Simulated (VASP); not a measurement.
Set up this calculation in VASP 6.6.1, as the native input.

```yaml
Task: relaxation of cell and atoms
Functional: PBE
Potentials_or_basis: VASP PAW PBE potentials, release 64 (Hf_pv, O)
Cutoff: 600 eV
k_mesh: 6 × 6 × 6
Occupations: gaussian, width 0.1 eV
Spin: no spin polarisation
Dipole_correction: no
Further_INCAR_settings: ALGO = Normal; EDIFF = 1e-06; IBRION = 2; EDIFFG = -0.04; NSW = 90; ISIF = 3
```

The structure of HfO3 lies in POSCAR:

```
HfO3
1.0
    3.5436765700      0.0000000000      0.0000000000
    0.0000000000      3.5436765700      0.0000000000
    0.0000000000      0.0000000000      3.5072524200
Hf O
1 3
Direct
    0.0000000000      0.0000000000      0.0000000000
    0.0000000000      0.5000000000      0.5000000000
    0.5000000000      0.0000000000      0.5000000000
    0.5000000000      0.5000000000      0.0000000000
```

These files were run (other wordings do the same):

INCAR

```
SYSTEM = HfO3
  PREC = Accurate
  ENCUT = 600
  EDIFF = 1E-6
  ISMEAR = 0
  SIGMA = 0.1
  LREAL = .False.
  LASPH = .True.
  NELM = 80
  ALGO = Normal
  ISIF = 3
  LWAVE = .False.
  LCHARG = .False.
  GGA = PE
  IBRION = 2
  NSW = 90
  EDIFFG = -0.04
```

KPOINTS

```
Automatic mesh
0
Gamma
  6 6 6
  0 0 0
```

Potentials or basis: VASP PAW PBE potentials, release 64 (Hf_pv, O).

The run is started by

```console
$ cat potpaw_PBE.64/Hf_pv/POTCAR potpaw_PBE.64/O/POTCAR > POTCAR
$ mpirun -np 1 vasp_std > vasp.out
```

It gave:

| Property | Result |
| --- | --- |
| Relaxed volume | 9.03 Å³/atom |
| Relaxed cell | a = 3.311 Å, b = 3.311 Å, c = 3.296 Å, α = 90.00°, β = 90.00°, γ = 90.00° |
| Space group after relaxing (to 0.05 Å) | Pm-3m (No. 221) |
| Energy gained by relaxing | 234.1 meV/atom |
| Ionic steps | 5 |
| Pressure after relaxing | 0.2 GPa |
| Band gap on the k mesh | zero (band 14 reaches 6.31 eV, above the bottom of band 15 at 5.19 eV) |

Caveat: the volume moved by over 15 % at a fixed basis, so the end points are rough; spin-orbit coupling is left out, which moves the levels of the heavy elements.

It took 51 s on 1 thread of AMD EPYC 9R45 96-Core Processor (Zen 5), on a shared host, peak memory 0.16 GiB.
